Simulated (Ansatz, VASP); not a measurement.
One calculation of TaN, two programs

```xyz
2
Lattice="2.9956 0.0000 0.0000 -1.4978 2.5943 0.0000 0.0000 0.0000 2.9395" Properties=species:S:1:pos:R:3 pbc="T T T"
Ta    0.0000    1.7295    1.4698
N     0.0000    0.0000    0.0000
```

Change from the starting cell: volume scaled by 1.06, PAW files.

Alike in both runs: task electric field gradients; functional PBE; k mesh 12 × 12 × 10; occupations fermi-dirac, width 0.02 eV; no spin polarisation.

|  | VASP | Ansatz |
| --- | --- | --- |
| version | VASP 6.6.1 | Ansatz 0.2.0 |
| potentials or method | VASP PAW PBE potentials, release 64 (Ta_pv, N) | PAW with Ansatz's default frozen-core files, scalar-relativistic |
| plane-wave cutoff (eV) | 520 | 420 |
| valence electrons in the cell | 16 | 18 |

Ansatz gave:

```
pressure (GPa)                                                : -13.7
traceless stress, the component that is largest in VASP (GPa) : -0.69
size of Vzz on the site where it differs most (V/Å²)          : 60.0
```

Which values does VASP return?

Pressure (GPa): -13.2; traceless stress, the component that is largest in VASP (GPa): -0.60; size of Vzz on the site where it differs most (V/Å²): 26.5.

VASP's potentials hold 16 valence electrons a cell and Ansatz's 18, so a difference there can come from the potentials and not from the codes.

Spin-orbit coupling is off throughout.
